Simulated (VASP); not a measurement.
# V2SiN2 (P4/mmm) in VASP: notebook, part 2 of 2

VASP 6.6.1. Earlier steps stand in the parts before.

## Step 3: Single point, PBE, collinear spin, ferromagnetic start

This run uses another cell than the first one, of 13.79 Å³/atom.

The input, INCAR:

```
SYSTEM = V2SiN2
PREC = Accurate ; ENCUT = 520
EDIFF = 1E-7 ; ISMEAR = 0
SIGMA = 0.1 ; LREAL = .False.
LASPH = .True. ; NELM = 150
ALGO = Normal ; ISIF = 2
LWAVE = .False. ; LCHARG = .False.
ISPIN = 2 ; MAGMOM = 2 2 0 0 0
LORBIT = 11 ; LMAXMIX = 4
GGA = PE ; NBANDS = 32
```

The input, KPOINTS:

```
Automatic mesh
0
Gamma
  4 4 4
  0 0 0
```

The input, POSCAR:

```
V2SiN2
1.0
    4.2209449200      0.0000000000      0.0000000000
    0.0000000000      4.2209449200      0.0000000000
    0.0000000000      0.0000000000      3.8701813800
V Si N
2 1 2
Direct
    0.0000000000      0.5000000000      0.5000000000
    0.5000000000      0.0000000000      0.5000000000
    0.0000000000      0.0000000000      0.0000000000
    0.5000000000      0.5000000000      0.5000000000
    0.0000000000      0.0000000000      0.5000000000
```

Potentials or basis: VASP PAW PBE potentials, release 64 (V_sv, Si, N).

The run is started by

```sh
$ cat potpaw_PBE.64/V_sv/POTCAR potpaw_PBE.64/Si/POTCAR potpaw_PBE.64/N/POTCAR > POTCAR
$ mpirun -np 1 vasp_std > vasp.out
```

OUTCAR:

```text
SYSTEM = V2SiN2
   PREC = Accurate
   ENCUT = 520
   EDIFF = 1E-7
   ISMEAR = 0
   LREAL = .False.
   LASPH = .True.
   NELM = 150
   ISIF = 2
   ISPIN = 2
   LORBIT = 11
   GGA = PE

 ion  position               nearest neighbor table
   1  0.000  0.500  0.500-   4 2.11   5 2.11   5 2.11   4 2.11   3 2.86   3 2.86   3 2.86   3 2.86

   2  0.500  0.000  0.500-   4 2.11   5 2.11   4 2.11   5 2.11   3 2.86   3 2.86   3 2.86   3 2.86

   3  0.000  0.000  0.000-   5 1.94   5 1.94   1 2.86   1 2.86   2 2.86   2 2.86   1 2.86   1 2.86
[... 1490 lines left out ...]
     0.000000000  4.220944920  0.000000000     0.000000000  0.236913776  0.000000000
     0.000000000  0.000000000  3.870181380     0.000000000  0.000000000  0.258385823

 POSITION                                       TOTAL-FORCE (eV/Angst)
 -----------------------------------------------------------------------------------
      0.00000      2.11047      1.93509         0.000000      0.000000      0.000000
      2.11047      0.00000      1.93509         0.000000      0.000000      0.000000
      0.00000      0.00000      0.00000         0.000000      0.000000      0.000000
      2.11047      2.11047      1.93509         0.000000      0.000000      0.000000
      0.00000      0.00000      1.93509         0.000000      0.000000      0.000000
 -----------------------------------------------------------------------------------
    total drift:                                0.000000      0.000000     -0.000000

  FREE ENERGIE OF THE ION-ELECTRON SYSTEM (eV)
  ---------------------------------------------------
  free  energy   TOTEN  =       -40.5813444913 eV

  energy  without entropy=      -40.5612129088  energy(sigma->0) =      -40.57127870

 total charge

# of ion       s       p       d       tot
------------------------------------------
    1        2.197   6.181   2.973  11.351
    2        2.197   6.181   2.973  11.351
    3        0.768   0.776   0.000   1.543
    4        1.259   2.337   0.000   3.596
    5        1.270   2.479   0.000   3.748
--------------------------------------------------
tot          7.690  17.954   5.947  31.590

 magnetization (x)

# of ion       s       p       d       tot
------------------------------------------
    1        0.011   0.005   1.019   1.036
    2        0.011   0.005   1.019   1.036
    3       -0.019  -0.063   0.000  -0.082
    4       -0.007  -0.146   0.000  -0.153
    5       -0.005  -0.001   0.000  -0.006
--------------------------------------------------
tot         -0.009  -0.199   2.038   1.831
```

OSZICAR:

```text
N       E                     dE             d eps       ncg     rms          rms(c)
DAV:   1     0.464956717902E+03    0.46496E+03   -0.22444E+04  2376   0.127E+03
DAV:   2    -0.205152598658E+02   -0.48547E+03   -0.46365E+03  2488   0.415E+02
[... 14 lines left out ...]
DAV:  17    -0.405812621007E+02   -0.42971E-03   -0.26768E-03  2632   0.337E-01    0.104E-01
DAV:  18    -0.405813366969E+02   -0.74596E-04   -0.36681E-04  2464   0.143E-01    0.305E-02
DAV:  19    -0.405813445234E+02   -0.78265E-05   -0.31426E-05  2768   0.420E-02    0.225E-02
DAV:  20    -0.405813446781E+02   -0.15468E-06   -0.10298E-05  2808   0.228E-02    0.888E-03
DAV:  21    -0.405813445258E+02    0.15233E-06   -0.15601E-06  2688   0.759E-03    0.501E-03
DAV:  22    -0.405813444913E+02    0.34483E-07   -0.33443E-07  2256   0.423E-03
   1 F= -.40581344E+02 E0= -.40571279E+02  d E =-.201316E-01  mag=     1.9218
```

stdout:

```text
POSCAR found type information on POSCAR V SiN
 POSCAR found :  3 types and       5 ions
 scaLAPACK will be used
 LDA part: xc-table for (Slater+PW92), standard interpolation
 POSCAR, INCAR and KPOINTS ok, starting setup
 FFT: planning ... GRIDC
 FFT: planning ... GRID_SOFT
 FFT: planning ... GRID
 WAVECAR not read
 entering main loop
```

It took 44 s on 1 thread of Intel Xeon 6975P-C (Granite Rapids), shared host; peak memory 0.23 GiB.

What came out:

* Free energy: -40.5813 eV
* Pressure: -19.3 GPa
* Net moment: 1.92 μB per cell
* Site moments: V +1.04; Si -0.08; N -0.15, -0.01 μB
* Valence electrons inside the program's atomic spheres: V 11.35; Si 1.54; N 3.60, 3.75

Levels at points of the mesh, in eV from the Fermi level:
Spin up:
| k point | band 19 | band 20 | band 21 | band 22 | band 23 | band 24 |
| --- | --- | --- | --- | --- | --- | --- |
| (0.00, 0.00, 0.00) | -1.34 | -1.24 | -0.70 | -0.06 | -0.06 | 0.12 |
| (0.50, 0.00, 0.00) | -0.95 | -0.47 | 0.31 | 0.44 | 0.64 | 0.89 |
| (0.50, 0.50, 0.00) | -2.20 | 0.04 | 0.18 | 0.56 | 0.87 | 0.87 |
| (0.00, 0.00, 0.50) | -1.79 | -0.27 | -0.27 | -0.12 | 0.13 | 0.50 |
| (0.50, 0.00, 0.50) | -0.18 | 0.02 | 0.18 | 0.22 | 0.34 | 0.49 |
| (0.50, 0.50, 0.50) | -0.18 | 0.08 | 0.32 | 0.32 | 0.35 | 1.16 |
Spin down:
```tsv
k point	band 15	band 16	band 17	band 18	band 19	band 20	band 21	band 22	band 23	band 24
(0.00, 0.00, 0.00)	-1.98	-1.98	-1.66	-1.65	-0.25	-0.25	-0.09	0.77	1.35	1.35
(0.50, 0.00, 0.00)	-4.15	-3.51	-2.46	-2.06	0.10	0.96	1.15	1.19	1.44	1.45
(0.50, 0.50, 0.00)	-4.50	-3.86	-2.89	-1.84	-1.84	1.25	1.63	1.64	1.64	1.71
(0.00, 0.00, 0.50)	-2.18	-2.18	-1.90	-1.90	-1.54	0.37	0.56	0.77	1.11	1.11
(0.50, 0.00, 0.50)	-4.16	-3.35	-1.74	-0.19	0.07	0.47	0.94	1.08	1.18	1.27
(0.50, 0.50, 0.50)	-4.46	-3.83	-1.78	-1.78	0.90	0.98	1.09	1.09	1.60	1.90
```

Caveat: the k points lie up to 0.41 Å⁻¹ apart.

## Step 4: Relaxation of cell and atoms, PBE, collinear spin, ferromagnetic start

This run uses another cell than the first one, of 13.79 Å³/atom.

The input, INCAR:

```
PREC = Accurate ; ENCUT = 600
EDIFF = 1E-7 ; ISMEAR = 0
SIGMA = 0.1 ; LREAL = F
LASPH = T ; NELM = 150
ALGO = Normal ; ISIF = 3
LWAVE = F ; LCHARG = F
ISPIN = 2 ; MAGMOM = 2 2 0 0 0
LORBIT = 11 ; LMAXMIX = 4
GGA = PE ; IBRION = 2
NSW = 90 ; EDIFFG = -0.04
```

The input, KPOINTS:

```
regular mesh
0
Gamma
  4 4 4
```

POSCAR is that of step 3.

The run is started by

```sh
$ cat potpaw_PBE.64/V_sv/POTCAR potpaw_PBE.64/Si/POTCAR potpaw_PBE.64/N/POTCAR > POTCAR
$ mpirun -np 1 vasp_std > vasp.out
```

It took 2.9 min on 1 thread of Intel Xeon 6975P-C (Granite Rapids), shared host; peak memory 0.27 GiB.

It converged, with:

```yaml
Free_energy: -41.3030 eV
Relaxed_volume: 12.01 Å³/atom
Relaxed_cell: a = 3.979 Å, b = 3.979 Å, c = 3.793 Å, α = 90.00°, β = 90.00°, γ = 90.00°
Space_group_after_relaxing_to_0.1_Å: P4/mmm (No. 123)
Energy_gained_by_relaxing: 143.7 meV/atom
Ionic_steps: 4
Pressure_after_relaxing: -0.2 GPa
Band_gap_on_the_k_mesh: zero (filled and empty bands overlap)
Net_moment: 0.00 μB per cell
Valence_electrons_inside_the_program's_atomic_spheres: V 11.62; Si 1.58; N 3.69, 3.83
```

The path:
| step | energy change (eV) | largest force (eV/Å) | pressure (GPa) | volume (Å³) |
| --- | --- | --- | --- | --- |
| 1 | 0.0000 | 0.0000 | -19.35 | 68.95 |
| 2 | -0.0295 | 0.0000 | 32.46 | 53.54 |
| 3 | -0.7174 | 0.0000 | -1.12 | 60.30 |
| 4 | -0.7186 | 0.0000 | -0.24 | 60.05 |

Final structure:
```
CELL_PARAMETERS angstrom
3.97882 0.00000 0.00000
0.00000 3.97882 0.00000
0.00000 0.00000 3.79305
ATOMIC_POSITIONS crystal
V 0.00000 0.50000 0.50000
V 0.50000 0.00000 0.50000
Si 0.00000 0.00000 0.00000
N 0.50000 0.50000 0.50000
N 0.00000 0.00000 0.50000
```

Levels at points of the mesh, in eV from the Fermi level:
Spin up:
| k point | band 16 | band 17 | band 18 | band 19 | band 20 | band 21 | band 22 | band 23 | band 24 | band 25 |
| --- | --- | --- | --- | --- | --- | --- | --- | --- | --- | --- |
| (0.00, 0.00, 0.00) | -2.05 | -2.05 | -1.98 | -1.26 | -1.26 | -0.59 | 0.52 | 0.58 | 0.58 | 2.04 |
| (0.50, 0.00, 0.00) | -4.13 | -3.30 | -2.83 | -0.74 | -0.02 | 1.02 | 1.07 | 1.32 | 1.46 | 2.01 |
| (0.50, 0.50, 0.00) | -3.94 | -3.57 | -2.58 | -2.58 | 0.70 | 0.95 | 1.42 | 1.58 | 1.58 | 2.71 |
| (0.00, 0.00, 0.50) | -2.91 | -2.51 | -1.98 | -1.98 | -0.19 | 0.34 | 0.34 | 0.35 | 0.51 | 0.84 |
| (0.50, 0.00, 0.50) | -3.96 | -2.31 | -0.49 | -0.27 | -0.07 | 0.37 | 0.52 | 0.86 | 1.08 | 1.47 |
| (0.50, 0.50, 0.50) | -4.89 | -2.09 | -2.09 | 0.44 | 0.57 | 0.57 | 0.84 | 1.04 | 1.79 | 1.90 |
Spin down:
```
           k point  band 17  band 18  band 19  band 20  band 21  band 22  band 23  band 24
(0.00, 0.00, 0.00)    -2.05    -1.98    -1.26    -1.26    -0.59     0.52     0.58     0.58
(0.50, 0.00, 0.00)    -3.30    -2.83    -0.74    -0.02     1.02     1.07     1.32     1.46
(0.50, 0.50, 0.00)    -3.57    -2.58    -2.58     0.70     0.95     1.42     1.58     1.58
(0.00, 0.00, 0.50)    -2.51    -1.98    -1.98    -0.19     0.34     0.34     0.35     0.51
(0.50, 0.00, 0.50)    -2.31    -0.49    -0.27    -0.07     0.37     0.52     0.86     1.08
(0.50, 0.50, 0.50)    -2.09    -2.09     0.44     0.57     0.57     0.84     1.04     1.79
```

Caveat: the k points lie up to 0.41 Å⁻¹ apart in the final cell, too coarse for converged energies and pressures of a metal; the moments typed at the start vanished in this run. With open d or f shells a metallic result of PBE can be an artefact of self-interaction; +U or a hybrid may open a gap.

## Step 5: The runs side by side

```csv
task,cell,cutoff (eV),gap on the mesh (eV),pressure (GPa),moment (μB)
single point,"a = 3.974, b = 3.974, c = 3.803 Å, 5 atoms",520,none,0.4,0.53
single point,"a = 4.221, b = 4.221, c = 3.870 Å, 5 atoms",520,none,-19.3,1.92
relaxation of cell and atoms,"relaxed from a = 4.221, b = 4.221, c = 3.870 Å, 5 atoms",600,none,-0.2,0.00
```

Alike in all rows: level PBE; potentials or basis VASP PAW PBE potentials, release 64 (V_sv, Si, N); spin collinear, ferromagnetic start; k mesh 4 × 4 × 4; smearing gaussian 0.1 eV.

Caveats: all runs use coarse meshes; a moment this small can come from the mesh or the smearing (at least some runs); the moments typed at the start vanished in this run (at least some runs).

Total energies depend on the potentials used, so only differences within one code and one set of settings carry meaning.
